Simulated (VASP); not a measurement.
# Ga2O3 (C2/m) in VASP: a series of runs

Runs on Ga2O3. Level: PBE. Tasks: single point.

Everything below comes from runs of VASP 6.6.1. Logs are shortened: lines on timing, memory, paths and dates and some standing lists are left out, and cuts for length are marked.

**1. The cell of the first run**

The structure is monoclinic, space group C2/m (No. 12). Conventional cell: a = 5.366 Å, b = 3.100 Å, c = 7.688 Å, α = 90.00°, β = 90.17°, γ = 90.00°. Ga (site symmetry m) has 6 O at 2.06 to 2.31 Å within 2.7 Å. Within 3.1 Å of O (site symmetry 2/m) lie 6 Ga at 2.30 to 2.31 Å and 12 O at 3.06 to 3.10 Å. O (site symmetry m) has 3 Ga at 2.06 to 2.07 Å within 2.7 Å.

**2. Single point, PBE (12.79 Å³/atom)**

INCAR reads:

```
SYSTEM = Ga2O3
  PREC = Accurate
  ENCUT = 520
  EDIFF = 1E-6
  ISMEAR = -1
  SIGMA = 0.05
  LREAL = .FALSE.
  LASPH = .TRUE.
  NELM = 80
  ALGO = Normal
  ISIF = 2
  LWAVE = .FALSE.
  LCHARG = .FALSE.
  GGA = PE
  NBANDS = 30
```

KPOINTS reads:

```
regular mesh
0
G
  10 10 4
  0 0 0
```

POSCAR reads:

```
Ga2O3
1.0
    2.6830187700     -1.5499431900      0.0000000000
    2.6830187700      1.5499431900      0.0000000000
   -0.0221418100      0.0000000000      7.6880715900
Ga O
2 3
Direct
    0.6668480600      0.6668480600      0.3103706900
    0.3331519400      0.3331519400      0.6896293100
    0.0000000000      0.0000000000      0.5000000000
    0.6681968600      0.6681968600      0.8236547200
    0.3318031400      0.3318031400      0.1763452800
```

Potentials or basis: VASP PAW PBE potentials, release 64 (Ga_d, O).

The run is started by

```console
$ cat potpaw_PBE.64/Ga_d/POTCAR potpaw_PBE.64/O/POTCAR > POTCAR
$ mpirun -np 1 vasp_std > vasp.out
```

OUTCAR:

```text
SYSTEM = Ga2O3
   PREC = Accurate
   ENCUT = 520
   EDIFF = 1E-6
   ISMEAR = -1
   LREAL = .FALSE.
   LASPH = .TRUE.
   NELM = 80
   ISIF = 2
   GGA = PE

 ion  position               nearest neighbor table
   1  0.667  0.667  0.310-   5 2.06   5 2.06   5 2.07   3 2.30   3 2.31   3 2.31
   2  0.333  0.333  0.690-   4 2.06   4 2.06   4 2.07   3 2.30   3 2.31   3 2.31
   3  0.000  0.000  0.500-   1 2.30   2 2.30   1 2.31   1 2.31   2 2.31   2 2.31
   4  0.668  0.668  0.824-   2 2.06   2 2.06   2 2.07
   5  0.332  0.332  0.176-   1 2.06   1 2.06   1 2.07

  LATTYP: Found a base centered monoclinic cell.
 ALAT       =     5.3660375400
 B/A-ratio  =     0.5776863015
 C/A-ratio  =     1.4327338221
 COS(beta)  =    -0.0028800094

  Lattice vectors:

 A1 = (   2.6830187700,  -1.5499431900,   0.0000000000)
 A2 = (   2.6830187700,   1.5499431900,   0.0000000000)
 A3 = (  -0.0221418100,   0.0000000000,   7.6880715900)

Analysis of symmetry for initial positions (statically):
=====================================================================
 Subroutine PRICEL returns:
 Original cell was already a primitive cell.

 Routine SETGRP: Setting up the symmetry group for a
 base centered monoclinic supercell.

 Subroutine GETGRP returns: Found  4 space group operations
 (whereof  4 operations were pure point group operations)
 out of a pool of  4 trial point group operations.

The static configuration has the point symmetry C_2h.

Analysis of symmetry for dynamics (positions and initial velocities):
=====================================================================
 Subroutine PRICEL returns:
 Original cell was already a primitive cell.

 Routine SETGRP: Setting up the symmetry group for a
 base centered monoclinic supercell.

 Subroutine GETGRP returns: Found  4 space group operations
 (whereof  4 operations were pure point group operations)
 out of a pool of  4 trial point group operations.

The dynamic configuration has the point symmetry C_2h.

 Subroutine INISYM returns: Found  4 space group operations
 (whereof  4 operations are pure point group operations),
 and found     1 'primitive' translations

----------------------------------------------------------------------------------------

                                     Primitive cell

[... 94 lines left out ...]
   ENCUT  =  520.0 eV  38.22 Ry    6.18 a.u.   5.76  5.76 14.29*2*pi/ulx,y,z
   NELM   =     80;   NELMIN=  2; NELMDL= -5     # of ELM steps
   EDIFF  = 0.1E-05   stopping-criterion for ELM
   LREAL  =      F    real-space projection
   EDIFFG = 0.1E-04   stopping-criterion for IOM
   NSW    =      0    number of steps for IOM
   IBRION =     -1    ionic relax: 0-MD 1-quasi-New 2-CG
   NFREE  =      0    steps in history (QN), initial steepest desc. (CG)
   ISIF   =      2    stress and relaxation
   ISYM   =      2    0-nonsym 1-usesym 2-fastsym
   POTIM  = 0.5000    time-step for ionic-motion
   TEBEG  =    0.0;   TEEND  =   0.0 temperature during run
   PSTRESS=    0.0 pullay stress
   NELECT =      44.0000    total number of electrons
   NUPDOWN=      -1.0000    fix difference up-down
   EMIN   =  10.00;   EMAX   =-10.00  energy-range for DOS
   EFERMI =   0.00;   METHOD = LEGACY
   ISMEAR =    -1;   SIGMA  =   0.05  broadening in eV -4-tet -1-fermi 0-gaus
   EFERMI_NEDOS =   21; number of points for ismear=-14 and -15
   IALGO  =     38    algorithm
   IMIX   =      4    mixing-type and parameters
     AMIX     =   0.40;   BMIX     =  1.00
     AMIX_MAG =   1.60;   BMIX_MAG =  1.00
  volume/ion in A,a.u.               =      12.79        86.30
  Fermi-wavevector in a.u.,A,eV,Ry     =   1.445318  2.731255 28.421812  2.088944
  Thomas-Fermi vector in A             =   2.563513
   LORBIT       =      0    0 simple, 1 ext, 2 COOP (PROOUT), +10 PAW based schemes
   GGA     = PE    functional components
   LHFCALC =     F    Hartree Fock is set to
   AEXX    =    0.0000 exact exchange contribution
   IVDW    =     0    specifies the selected vdW correction
   LEPSILON=     F    determine dielectric tensor
   LRPA    =     F    only Hartree local field effects (RPA)
 non-spin polarized calculation
  energy-cutoff  :      520.00
  volume of cell :       63.94
 maximum number of plane-waves:      1740
   NGX = 11   NGY = 11   NGZ = 29

 number of electron      44.0000008 magnetization

 Free energy of the ion-electron system (eV)
  ---------------------------------------------------
  ext. energy  EPLUGINS =         0.00000000
  ---------------------------------------------------
  free energy    TOTEN  =       -27.80348033 eV

  energy without entropy =      -27.80348031  energy(sigma->0) =      -27.80348032

 E-fermi :   2.4600     XC(G=0): -10.5563

 val. band max:        1.6588445484   @ k =   0.0000   0.0000   0.0000
 cond. band min:       3.0988601604   @ k =   0.0000   0.0000   0.0000
 fundamental gap:      1.4400156120
 Fermi energy:         2.4600064423

 k-point     1 :       0.0000    0.0000    0.0000
  band No.  band energies     occupation
      1     -16.2503      2.00000
      2     -14.8131      2.00000
      3     -14.6164      2.00000
      4     -11.4452      2.00000
      5     -11.4442      2.00000
      6     -11.4135      2.00000
[... 781 lines left out ...]
     29      12.5471      0.00000
     30      12.7508      0.00000

 [... further k-points ...]

------------------------ aborting loop because EDIFF is reached ----------------------------------------

  FORCE on cell =-STRESS in cart. coord.  units (eV):
  Direction    XX          YY          ZZ          XY          YZ          ZX
  --------------------------------------------------------------------------------------
  -------------------------------------------------------------------------------------
  Total       -6.4846223     -6.4741856     -8.8922917      0.0000000      0.0000000     -0.0535081
  in kB     -162.4831616   -162.2216535   -222.8113836      0.0000000      0.0000000     -1.3407354
  external PRESSURE =    -182.5053996 kB  Pullay stress =       0.0000000 kB

 VOLUME and BASIS-vectors are now :
 -----------------------------------------------------------------------------
  energy-cutoff  :      520.00
  volume of cell :       63.94
      direct lattice vectors                 reciprocal lattice vectors
     2.683018770 -1.549943190  0.000000000     0.186357250 -0.322592469  0.000536713
     2.683018770  1.549943190  0.000000000     0.186357250  0.322592469  0.000536713
    -0.022141810  0.000000000  7.688071590     0.000000000  0.000000000  0.130071630

 POSITION                                       TOTAL-FORCE (eV/Angst)
 -----------------------------------------------------------------------------------
      3.57146      0.00000      2.38615        -0.019521      0.000000     -2.734572
      1.77244      0.00000      5.30192         0.019521      0.000000      2.734572
     -0.01107      0.00000      3.84404        -0.000000      0.000000      0.000000
      3.56733      0.00000      6.33232        -0.023890      0.000000     -3.454765
      1.77656      0.00000      1.35576         0.023890      0.000000      3.454765
 -----------------------------------------------------------------------------------
    total drift:                                0.000000      0.000000     -0.000000

  FREE ENERGIE OF THE ION-ELECTRON SYSTEM (eV)
  ---------------------------------------------------
  free  energy   TOTEN  =       -27.8034803313 eV

  energy  without entropy=      -27.8034803084  energy(sigma->0) =      -27.80348032
```

It took 74 s on 1 thread of Intel Xeon 6975P-C (Granite Rapids), shared host; peak memory 0.29 GiB.

Results:

| Property | Result |
| --- | --- |
| Free energy | -27.8035 eV |
| Pressure | -18.3 GPa |
| Largest force | 3.455 eV/Å |
| Band gap on the k mesh | 1.44 eV |

Forces in eV/Å, atoms in the order of the input:
```
Ga  -0.020  0.000 -2.735
Ga   0.020  0.000  2.735
O    0.000  0.000  0.000
O   -0.024  0.000 -3.455
O    0.024  0.000  3.455
```

Caveat: the stress differs along the axes, from -22 to -16 GPa; forces of over 1 eV/Å act on the atoms, so gaps and moduli don't describe the material at rest.

**3. Single point, PBE (13.04 Å³/atom)**

This run uses another cell than the first one, of 13.04 Å³/atom.

INCAR reads:

```
PREC = Accurate
ENCUT = 520
EDIFF = 1E-6
ISMEAR = -1
SIGMA = 0.05
LREAL = F
LASPH = T
NELM = 60
ALGO = Normal
ISIF = 2
LWAVE = F
LCHARG = F
GGA = PE
NBANDS = 30
```

KPOINTS reads:

```
Automatic mesh
0
Gamma
  10 10 4
```

POSCAR: that of step 2 with these lines changed.

```diff
@@ -2,5 +2,5 @@
 1.0
-    2.6830187700     -1.5499431900      0.0000000000
-    2.6830187700      1.5499431900      0.0000000000
-   -0.0221418100      0.0000000000      7.6880715900
+    2.7007876241     -1.5602080136      0.0000000000
+    2.7007876241      1.5602080136      0.0000000000
+   -0.0222884488      0.0000000000      7.7389874552
 Ga O
```

Potentials or basis: VASP PAW PBE potentials, release 64 (Ga_d, O).

The run is started by

```console
$ cat potpaw_PBE.64/Ga_d/POTCAR potpaw_PBE.64/O/POTCAR > POTCAR
$ mpirun -np 1 vasp_std > vasp.out
```

Wall time 74 s (1 thread of Intel Xeon 6975P-C (Granite Rapids), shared host); peak memory 0.3 GiB.

Results (log left out):

| Property | Result |
| --- | --- |
| Free energy | -27.6534 eV |
| Pressure | -19.7 GPa |
| Largest force | 3.520 eV/Å |
| Band gap on the k mesh | 1.38 eV |

Forces on the atoms (eV/Å):
```
Ga  -0.017  0.000 -2.691
Ga   0.017  0.000  2.691
O    0.000  0.000  0.000
O   -0.022  0.000 -3.520
O    0.022  0.000  3.520
```

Stress tensor (GPa, compression positive):
```
-17.92   0.00  -0.13
  0.00 -17.92   0.00
 -0.13   0.00 -23.24
```

Levels at points of the mesh, in eV from the valence-band top:
| k point | band 18 | band 19 | band 20 | band 21 | band 22 | band 23 | band 24 | band 25 | band 26 | band 27 |
| --- | --- | --- | --- | --- | --- | --- | --- | --- | --- | --- |
| (0.00, 0.00, 0.00) | -0.13 | -0.09 | -0.06 | -0.02 | 0.00 | 1.38 | 4.34 | 5.69 | 9.41 | 11.30 |
| (0.50, 0.00, 0.00) | -1.98 | -1.07 | -0.76 | -0.48 | -0.41 | 2.80 | 5.54 | 6.21 | 8.32 | 10.42 |
| (0.50, 0.50, 0.00) | -1.97 | -1.06 | -0.78 | -0.49 | -0.42 | 2.80 | 5.53 | 6.21 | 8.31 | 10.43 |
| (0.00, 0.00, 0.50) | -0.81 | -0.07 | -0.05 | -0.03 | -0.01 | 2.20 | 3.73 | 5.93 | 9.21 | 11.26 |
| (0.50, 0.00, 0.50) | -2.15 | -1.32 | -0.87 | -0.38 | -0.13 | 2.98 | 5.40 | 5.89 | 8.65 | 10.42 |
| (0.50, 0.50, 0.50) | -2.14 | -1.33 | -0.88 | -0.39 | -0.12 | 2.98 | 5.41 | 5.88 | 8.63 | 10.40 |

Caveat: the stress differs along the axes, from -23 to -18 GPa; forces of over 1 eV/Å act on the atoms, so gaps and moduli don't describe the material at rest.

**4. Single point, PBE (13.30 Å³/atom)**

This run uses another cell than the first one, of 13.30 Å³/atom.

INCAR reads:

```
PREC = Accurate ; ENCUT = 520
EDIFF = 1E-6 ; ISMEAR = -1
SIGMA = 0.05 ; LREAL = False
LASPH = True ; NELM = 80
ALGO = Normal ; ISIF = 2
LWAVE = False ; LCHARG = False
GGA = PE ; NBANDS = 30
```

KPOINTS reads:

```
regular mesh
0
Gamma
  10 10 4
```

POSCAR: that of step 3 with these lines changed.

```diff
@@ -2,5 +2,5 @@
 1.0
-    2.7007876241     -1.5602080136      0.0000000000
-    2.7007876241      1.5602080136      0.0000000000
-   -0.0222884488      0.0000000000      7.7389874552
+    2.7183256975     -1.5703395183      0.0000000000
+    2.7183256975      1.5703395183      0.0000000000
+   -0.0224331830      0.0000000000      7.7892420287
 Ga O
```

The run is started by

```console
$ cat potpaw_PBE.64/Ga_d/POTCAR potpaw_PBE.64/O/POTCAR > POTCAR
$ mpirun -np 1 vasp_std > vasp.out
```

Wall time 76 s (1 thread of Intel Xeon 6975P-C (Granite Rapids), shared host); peak memory 0.3 GiB.

Results (log left out):

| Quantity | Value |
| --- | --- |
| Free energy | -27.4925 eV |
| Pressure | -20.9 GPa |
| Largest force | 3.576 eV/Å |
| Band gap on the k mesh | 1.33 eV |

Forces in eV/Å, atoms in the order of the input:
```
Ga  -0.015  0.000 -2.647
Ga   0.015  0.000  2.647
O    0.000  0.000  0.000
O   -0.020  0.000 -3.576
O    0.020  0.000  3.576
```

Stress tensor (GPa, compression positive):
```
-19.39   0.00  -0.12
  0.00 -19.39   0.00
 -0.12   0.00 -24.06
```

Levels at points of the mesh, in eV from the valence-band top:
| k point | band 19 | band 20 | band 21 | band 22 | band 23 | band 24 | band 25 | band 26 |
| --- | --- | --- | --- | --- | --- | --- | --- | --- |
| (0.00, 0.00, 0.00) | -0.08 | -0.06 | -0.02 | 0.00 | 1.33 | 4.21 | 5.62 | 9.29 |
| (0.50, 0.00, 0.00) | -1.04 | -0.74 | -0.46 | -0.39 | 2.72 | 5.38 | 6.13 | 8.21 |
| (0.50, 0.50, 0.00) | -1.03 | -0.75 | -0.47 | -0.40 | 2.72 | 5.38 | 6.13 | 8.20 |
| (0.00, 0.00, 0.50) | -0.07 | -0.05 | -0.03 | -0.01 | 2.13 | 3.61 | 5.86 | 9.08 |
| (0.50, 0.00, 0.50) | -1.29 | -0.85 | -0.37 | -0.12 | 2.90 | 5.26 | 5.82 | 8.53 |
| (0.50, 0.50, 0.50) | -1.30 | -0.86 | -0.38 | -0.11 | 2.90 | 5.26 | 5.81 | 8.52 |

Caveat: the cell stands under tension; forces of over 1 eV/Å act on the atoms, so gaps and moduli don't describe the material at rest.

**5. Single point, PBE (13.56 Å³/atom)**

This run uses another cell than the first one, of 13.56 Å³/atom.

INCAR: that of step 4 with these lines changed.

```diff
@@ -3,3 +3,3 @@
 SIGMA = 0.05 ; LREAL = False
-LASPH = True ; NELM = 80
+LASPH = True ; NELM = 100
 ALGO = Normal ; ISIF = 2
```

KPOINTS is that of step 4.

POSCAR: that of step 4 with these lines changed.

```diff
@@ -2,5 +2,5 @@
 1.0
-    2.7183256975     -1.5703395183      0.0000000000
-    2.7183256975      1.5703395183      0.0000000000
-   -0.0224331830      0.0000000000      7.7892420287
+    2.7356403407     -1.5803419505      0.0000000000
+    2.7356403407      1.5803419505      0.0000000000
+   -0.0225760734      0.0000000000      7.8388563729
 Ga O
```

The run is started by

```console
$ cat potpaw_PBE.64/Ga_d/POTCAR potpaw_PBE.64/O/POTCAR > POTCAR
$ mpirun -np 1 vasp_std > vasp.out
```

Run time: 74 s. Hardware: 1 thread of Intel Xeon 6975P-C (Granite Rapids), shared host; peak memory 0.3 GiB.

It converged, with:

- Free energy: -27.3223 eV
- Pressure: -22.0 GPa
- Largest force: 3.625 eV/Å
- Band gap on the k mesh: 1.28 eV

Forces on the atoms (eV/Å):
```
Ga  -0.013  0.000 -2.604
Ga   0.013  0.000  2.604
O    0.000  0.000  0.000
O   -0.018  0.000 -3.625
O    0.018  0.000  3.625
```

Stress tensor (GPa, compression positive):
```
-20.66   0.00  -0.11
  0.00 -20.68   0.00
 -0.11   0.00 -24.74
```

Levels at points of the mesh, in eV from the valence-band top:
```tsv
k point	band 18	band 19	band 20	band 21	band 22	band 23	band 24	band 25	band 26	band 27
(0.00, 0.00, 0.00)	-0.11	-0.08	-0.06	-0.02	0.00	1.28	4.09	5.55	9.17	11.04
(0.50, 0.00, 0.00)	-1.86	-1.02	-0.72	-0.44	-0.37	2.64	5.24	6.06	8.11	10.24
(0.50, 0.50, 0.00)	-1.85	-1.01	-0.73	-0.45	-0.38	2.65	5.23	6.05	8.10	10.22
(0.00, 0.00, 0.50)	-0.73	-0.07	-0.05	-0.03	-0.01	2.07	3.50	5.79	8.96	11.01
(0.50, 0.00, 0.50)	-2.01	-1.26	-0.82	-0.36	-0.11	2.82	5.11	5.75	8.41	10.16
(0.50, 0.50, 0.50)	-2.00	-1.27	-0.83	-0.36	-0.10	2.82	5.11	5.74	8.40	10.15
```

Caveat: the cell stands under tension; forces of over 1 eV/Å act on the atoms, so gaps and moduli don't describe the material at rest. A k mesh can miss the band edges.

**6. Summary**

| cell | gap on the mesh (eV) | pressure (GPa) | largest force (eV/Å) |
| --- | --- | --- | --- |
| a = 3.099, b = 3.099, c = 7.688 Å, angles 90.1, 90.1, 60.0°, 5 atoms | 1.44 | -18.3 | 3.45 |
| a = 3.119, b = 3.119, c = 7.739 Å, angles 90.1, 90.1, 60.0°, 5 atoms | 1.38 | -19.7 | 3.52 |
| a = 3.139, b = 3.139, c = 7.789 Å, angles 90.1, 90.1, 60.0°, 5 atoms | 1.33 | -20.9 | 3.58 |
| a = 3.159, b = 3.159, c = 7.839 Å, angles 90.1, 90.1, 60.0°, 5 atoms | 1.28 | -22.0 | 3.62 |

Alike in all rows: task single point; level PBE; potentials or basis VASP PAW PBE potentials, release 64 (Ga_d, O); no spin polarisation; k mesh 10 × 10 × 4; cutoff (eV) 520; smearing fermi-dirac 0.05 eV.

Caveats: forces of over 1 eV/Å act on the atoms, so gaps and moduli don't describe the material at rest; the cell stands under tension (at least some runs); the stress differs along the axes, from -22 to -16 GPa (at least some runs); the stress differs along the axes, from -23 to -18 GPa (at least some runs).

Total energies depend on the potentials used, so only differences within one code and one set of settings carry meaning.
